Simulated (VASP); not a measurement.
# Sr (Fm-3m) in VASP: further runs

The runs below take Sr through single point, with r2SCAN.

All numbers are computed with VASP 6.6.1; they aren't measurements. Logs are shortened: lines on timing, memory, paths and dates and some standing lists are left out, and cuts for length are marked.

**1. The cell of the first run**

Symmetry: Fm-3m, No. 225, cubic system. The conventional cell has a = 6.104 Å, b = 6.104 Å, c = 6.104 Å, α = 90.00°, β = 90.00°, γ = 90.00°. Within 5.7 Å of Sr (site symmetry m-3m) lie 12 Sr at 4.32 Å.

**2. Single point, r2SCAN**

Input file POSCAR:

```
Sr
1.0
    0.0000000000      3.0521104090      3.0521104090
    3.0521104090      0.0000000000      3.0521104090
    3.0521104090      3.0521104090      0.0000000000
Sr
1
Direct
    0.0000000000      0.0000000000      0.0000000000
```

Input file INCAR.step1:

```
SYSTEM = Sr
PREC     = Accurate       ! precision mode
ENCUT    = 520            ! plane-wave cutoff, eV
ISMEAR   = 1              ! smearing method
SIGMA    = 0.2            ! smearing width, eV
LREAL    = .False.        ! projectors in reciprocal space
LASPH    = .True.         ! aspherical terms in the spheres
NELM     = 80             ! most SCF steps
NBANDS   = 11             ! bands
GGA      = PE             ! functional
ALGO     = Normal         ! electronic algorithm
EDIFF    = 1E-4           ! SCF threshold, eV
LWAVE    = .True.         ! write WAVECAR
LCHARG   = .False.        ! write CHGCAR
```

Input file INCAR.step2:

```
SYSTEM = Sr
PREC     = Accurate       ! precision mode
ENCUT    = 520            ! plane-wave cutoff, eV
EDIFF    = 1E-7           ! SCF threshold, eV
ISMEAR   = 1              ! smearing method
SIGMA    = 0.2            ! smearing width, eV
LREAL    = .False.        ! projectors in reciprocal space
LASPH    = .True.         ! aspherical terms in the spheres
NELM     = 80             ! most SCF steps
ALGO     = Normal         ! electronic algorithm
ISIF     = 2              ! what is computed and relaxed
LWAVE    = .False.        ! write WAVECAR
LCHARG   = .False.        ! write CHGCAR
METAGGA  = R2SCAN         ! meta-GGA
LMIXTAU  = .True.       
NBANDS   = 11             ! bands
ISTART   = 1
```

Input file KPOINTS:

```
Automatic mesh
0
Gamma
  9 9 9
  0 0 0
```

Potentials or basis: VASP PAW PBE potentials, release 64 (Sr_sv).

The run is started by

```
$ cat potpaw_PBE.64/Sr_sv/POTCAR > POTCAR
$ cp INCAR.step1 INCAR
$ mpirun -np 1 vasp_std > vasp.out
$ cp INCAR.step2 INCAR
$ mpirun -np 1 vasp_std > vasp.out
```

OUTCAR:

```text
SYSTEM = Sr
   PREC = Accurate
   ENCUT = 520
   EDIFF = 1E-7
   ISMEAR = 1
   LREAL = .False.
   LASPH = .True.
   NELM = 80
   ISIF = 2
   METAGGA = R2SCAN
   ISTART = 1

 ion  position               nearest neighbor table
   1  0.000  0.000  0.000-

  LATTYP: Found a face centered cubic cell.
 ALAT       =     6.1042208180

  Lattice vectors:

 A1 = (   0.0000000000,   3.0521104090,   3.0521104090)
 A2 = (   3.0521104090,   0.0000000000,   3.0521104090)
 A3 = (   3.0521104090,   3.0521104090,   0.0000000000)

Analysis of symmetry for initial positions (statically):
=====================================================================
 Subroutine PRICEL returns:
 Original cell was already a primitive cell.

 Routine SETGRP: Setting up the symmetry group for a
 face centered cubic supercell.

 Subroutine GETGRP returns: Found 48 space group operations
 (whereof 48 operations were pure point group operations)
 out of a pool of 48 trial point group operations.

The static configuration has the point symmetry O_h .

Analysis of symmetry for dynamics (positions and initial velocities):
=====================================================================
 Subroutine PRICEL returns:
 Original cell was already a primitive cell.

 Routine SETGRP: Setting up the symmetry group for a
 face centered cubic supercell.

 Subroutine GETGRP returns: Found 48 space group operations
 (whereof 48 operations were pure point group operations)
 out of a pool of 48 trial point group operations.

The dynamic configuration has the point symmetry O_h .

 Subroutine INISYM returns: Found 48 space group operations
 (whereof 48 operations are pure point group operations),
 and found     1 'primitive' translations

----------------------------------------------------------------------------------------

                                     Primitive cell

  volume of cell :      56.8631

  direct lattice vectors                    reciprocal lattice vectors
     0.000000000  3.052110409  3.052110409    -0.163821072  0.163821072  0.163821072
     3.052110409  0.000000000  3.052110409     0.163821072 -0.163821072  0.163821072
     3.052110409  3.052110409  0.000000000     0.163821072  0.163821072 -0.163821072

  length of vectors
     4.316335934  4.316335934  4.316335934     0.283746421  0.283746421  0.283746421

  position of ions in fractional coordinates (direct lattice)
     0.000000000  0.000000000  0.000000000

  ion indices of the primitive-cell ions
   primitive index   ion index
                 1           1

----------------------------------------------------------------------------------------

 KPOINTS: Automatic mesh

Automatic generation of k-mesh.
 Grid dimensions read from file:
 generate k-points for:    9    9    9

 Generating k-lattice:

  Cartesian coordinates                     Fractional coordinates (reciprocal lattice)
    -0.018202341  0.018202341  0.018202341     0.111111111  0.000000000  0.000000000
     0.018202341 -0.018202341  0.018202341     0.000000000  0.111111111  0.000000000
     0.018202341  0.018202341 -0.018202341     0.000000000  0.000000000  0.111111111

  Length of vectors
     0.031527380  0.031527380  0.031527380

  Shift w.r.t. Gamma in fractional coordinates (k-lattice)
     0.000000000  0.000000000  0.000000000

 Subroutine IBZKPT returns following result:
 ===========================================

 Found     35 irreducible k-points:

 Following reciprocal coordinates:
            Coordinates               Weight
  0.000000  0.000000  0.000000      1.000000
  0.111111  0.000000  0.000000      8.000000
  0.222222  0.000000  0.000000      8.000000
  0.333333  0.000000  0.000000      8.000000
  0.444444  0.000000  0.000000      8.000000
  0.111111  0.111111  0.000000      6.000000
[... 16 lines left out ...]
 -0.333333  0.333333  0.000000     12.000000
  0.444444  0.444444  0.000000      6.000000
 [... further k-points ...]
   k-points           NKPTS =     35   k-points in BZ     NKDIM =     35   number of bands    NBANDS=     11
   number of dos      NEDOS =    301   number of ions     NIONS =      1
   total plane-waves  NPLWV =  32768
   dimension x,y,z NGX =    32 NGY =   32 NGZ =   32
   dimension x,y,z NGXF=    64 NGYF=   64 NGZF=   64
   ions per type =               1
   NGX,Y,Z   is equivalent  to a cutoff of  12.32, 12.32, 12.32 a.u.
   NGXF,Y,Z  is equivalent  to a cutoff of  24.65, 24.65, 24.65 a.u.
 SYSTEM =  Sr
   PREC   = accura    normal or accurate (medium, high low for compatibility)
   ISTART =      1    job   : 0-new  1-cont  2-samecut
   ICHARG =      0    charge: 1-file 2-atom 10-const
   ISPIN  =      1    spin polarized calculation?
   LNONCOLLINEAR =      F non collinear calculations
   LSORBIT =      F    spin-orbit coupling
   LASPH  =      T    aspherical Exc in radial PAW
   ENCUT  =  520.0 eV  38.22 Ry    6.18 a.u.   8.03  8.03  8.03*2*pi/ulx,y,z
   NELM   =     80;   NELMIN=  2; NELMDL=  0     # of ELM steps
   EDIFF  = 0.1E-06   stopping-criterion for ELM
   LREAL  =      F    real-space projection
   EDIFFG = 0.1E-05   stopping-criterion for IOM
   NSW    =      0    number of steps for IOM
   IBRION =     -1    ionic relax: 0-MD 1-quasi-New 2-CG
   NFREE  =      0    steps in history (QN), initial steepest desc. (CG)
   ISIF   =      2    stress and relaxation
   ISYM   =      2    0-nonsym 1-usesym 2-fastsym
   POTIM  = 0.5000    time-step for ionic-motion
   TEBEG  =    0.0;   TEEND  =   0.0 temperature during run
   PSTRESS=    0.0 pullay stress
   NELECT =      10.0000    total number of electrons
   NUPDOWN=      -1.0000    fix difference up-down
   EMIN   =  10.00;   EMAX   =-10.00  energy-range for DOS
   EFERMI =   0.00;   METHOD = LEGACY
   ISMEAR =     1;   SIGMA  =   0.20  broadening in eV -4-tet -1-fermi 0-gaus
   EFERMI_NEDOS =   21; number of points for ismear=-14 and -15
   IALGO  =     38    algorithm
   IMIX   =      4    mixing-type and parameters
     AMIX     =   0.40;   BMIX     =  1.00
     AMIX_MAG =   1.60;   BMIX_MAG =  1.00
  volume/ion in A,a.u.               =      56.86       383.73
  Fermi-wavevector in a.u.,A,eV,Ry     =   0.917201  1.733259 11.446009  0.841258
  Thomas-Fermi vector in A             =   2.042143
   LORBIT       =      0    0 simple, 1 ext, 2 COOP (PROOUT), +10 PAW based schemes
   METAGGA = R2SCAN    functional components
   LHFCALC =     F    Hartree Fock is set to
   AEXX    =    0.0000 exact exchange contribution
   IVDW    =     0    specifies the selected vdW correction
   LEPSILON=     F    determine dielectric tensor
   LRPA    =     F    only Hartree local field effects (RPA)
 non-spin polarized calculation
 Methfessel and Paxton  Order N= 1 SIGMA  =   0.20
  energy-cutoff  :      520.00
  volume of cell :       56.86
 maximum number of plane-waves:      1550
   NGX = 17   NGY = 17   NGZ = 17

 number of electron      10.0000000 magnetization

 Free energy of the ion-electron system (eV)
  ---------------------------------------------------
  ext. energy  EPLUGINS =         0.00000000
  ---------------------------------------------------
  free energy    TOTEN  =       -15.09688789 eV

  energy without entropy =      -15.09281662  energy(sigma->0) =      -15.09553080

 E-fermi :   1.4805     XC(G=0):  -7.6859

 val. band max:        1.4784048569   @ k =  -0.4444   0.2222   0.0000
 cond. band min:       1.6082846445   @ k =   0.4444   0.0000   0.0000
 fundamental gap:      0.1298797876
 Fermi energy:         1.4805430605

 k-point     1 :       0.0000    0.0000    0.0000
  band No.  band energies     occupation
      1     -36.5985      2.00000
      2     -17.8620      2.00000
      3     -17.8620      2.00000
      4     -17.8620      2.00000
      5      -2.2913      2.00000
      6       4.1555     -0.00000
      7       4.1555     -0.00000
      8       4.1555     -0.00000
      9       5.6504      0.00000
     10       5.6504      0.00000
     11       8.9109      0.00000

 k-point     2 :       0.1111    0.0000    0.0000
  band No.  band energies     occupation
      1     -36.5969      2.00000
      2     -17.8838      2.00000
      3     -17.8649      2.00000
      4     -17.8649      2.00000
      5      -2.0895      2.00000
      6       3.8226     -0.00000
      7       4.2437     -0.00000
      8       4.2437     -0.00000
      9       5.5305      0.00000
     10       5.5305      0.00000
     11       9.4132      0.00000

 k-point     3 :       0.2222    0.0000    0.0000
  band No.  band energies     occupation
      1     -36.5931      2.00000
      2     -17.9383      2.00000
      3     -17.8722      2.00000
      4     -17.8722      2.00000
      5      -1.5150      2.00000
      6       3.1203     -0.00000
      7       4.3204     -0.00000
      8       4.3204     -0.00000
      9       5.5109      0.00000
     10       5.5109      0.00000
     11       8.8928      0.00000

 k-point     4 :       0.3333    0.0000    0.0000
  band No.  band energies     occupation
      1     -36.5887      2.00000
      2     -17.9992      2.00000
      3     -17.8804      2.00000
      4     -17.8804      2.00000
      5      -0.6678      2.00000
      6       2.3516     -0.00000
      7       4.1502     -0.00000
      8       4.1502     -0.00000
      9       5.9947      0.00000
     10       5.9947      0.00000
     11       8.0542      0.00000
[... 239 lines left out ...]
 k-point    22 :      -0.4444    0.3333    0.0000
  band No.  band energies     occupation
      1     -36.5818      2.00000
      2     -18.0103      2.00000
      3     -17.9536      2.00000
      4     -17.9151      2.00000
      5       1.1902      2.05949
      6       1.8719     -0.01833
      7       2.4964     -0.00000
      8       5.2013     -0.00000
      9       5.9075      0.00000
     10       6.7007      0.00000
     11       7.4142      0.00000

 k-point    23 :      -0.3333    0.3333    0.0000
  band No.  band energies     occupation
      1     -36.5823      2.00000
      2     -17.9842      2.00000
      3     -17.9830      2.00000
      4     -17.9052      2.00000
      5       1.2971      2.02854
      6       1.9640     -0.00332
      7       2.2972     -0.00000
      8       4.8647     -0.00000
      9       5.9415      0.00000
     10       6.1897      0.00000
     11       8.3224      0.00000

 k-point    24 :       0.4444    0.4444    0.0000
  band No.  band energies     occupation
      1     -36.5817      2.00000
      2     -18.0279      2.00000
      3     -17.9257      2.00000
      4     -17.9257      2.00000
      5       0.7643      2.00001
      6       2.0512     -0.00041
      7       2.5459     -0.00000
      8       6.3871      0.00000
      9       6.3871      0.00000
     10       6.6549      0.00000
     11       7.7281      0.00000

 [... further k-points ...]
[... 5 lines left out ...]
  --------------------------------------------------------------------------------------
  -------------------------------------------------------------------------------------
  Total       -0.0055503     -0.0055503     -0.0055503      0.0000000      0.0000000      0.0000000
  in kB       -0.1563864     -0.1563864     -0.1563864      0.0000000      0.0000000      0.0000000
  external PRESSURE =      -0.1563864 kB  Pullay stress =       0.0000000 kB

 VOLUME and BASIS-vectors are now :
 -----------------------------------------------------------------------------
  energy-cutoff  :      520.00
  volume of cell :       56.86
      direct lattice vectors                 reciprocal lattice vectors
     0.000000000  3.052110409  3.052110409    -0.163821072  0.163821072  0.163821072
     3.052110409  0.000000000  3.052110409     0.163821072 -0.163821072  0.163821072
     3.052110409  3.052110409  0.000000000     0.163821072  0.163821072 -0.163821072

 POSITION                                       TOTAL-FORCE (eV/Angst)
 -----------------------------------------------------------------------------------
      0.00000      0.00000      0.00000         0.000000      0.000000     -0.000000
 -----------------------------------------------------------------------------------
    total drift:                                0.000000      0.000000      0.000000

  FREE ENERGIE OF THE ION-ELECTRON SYSTEM (eV)
  ---------------------------------------------------
  free  energy   TOTEN  =       -15.0968878864 eV

  energy  without entropy=      -15.0928166170  energy(sigma->0) =      -15.09553080
```

Wall time 54 s (1 thread of AMD EPYC 9R45 (Zen 5), shared host); peak memory 0.16 GiB.

Results:

```
Free energy            : -15.0969 eV
Pressure               : 0.0 GPa
Band gap on the k mesh : zero (band 5 reaches 1.46 eV, above the bottom of band 6 at 1.45 eV)
```

Caveat: the PAW data sets were made with another functional, which shifts forces and pressure a little.

(Part 1 of 2 ends here.)
